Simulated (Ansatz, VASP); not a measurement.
TiTe2 in VASP and in Ansatz

```
Ti Te
1.0
     3.64408    0.00000    0.00000
    -1.82204    3.15586    0.00000
     0.00000    0.00000    6.28263
Ti Te
1 2
Direct
  0.00000 0.00000 0.00000
  0.66667 0.33333 0.27487
  0.33333 0.66667 0.72513
```

Change from the starting cell: volume scaled by 0.9, LAPW.

Alike in both runs: task single point; functional PBEsol; k mesh 11 × 11 × 6; occupations fermi-dirac, width 0.05 eV; no spin polarisation.

```csv
,VASP,Ansatz
version,VASP 6.6.1,Ansatz 0.2.0
potentials or method,"VASP PAW PBE potentials, release 64 (Ti_sv, Te), cutoff 520 eV","all-electron LAPW, scalar-relativistic"
```

VASP gave:

```
pressure (GPa)                     : 2.4
rms of the force components (eV/Å) : 0.008
```

Which values does Ansatz return?

Pressure (GPa): 2.4; rms of the force components (eV/Å): 0.002.

VASP's potentials were made for PBE, not for PBEsol. Atom by atom the forces differ by 0.010 eV/Å (rms over components). Ansatz ran all-electron here, and VASP with PAW potentials.

Spin-orbit coupling is off throughout.
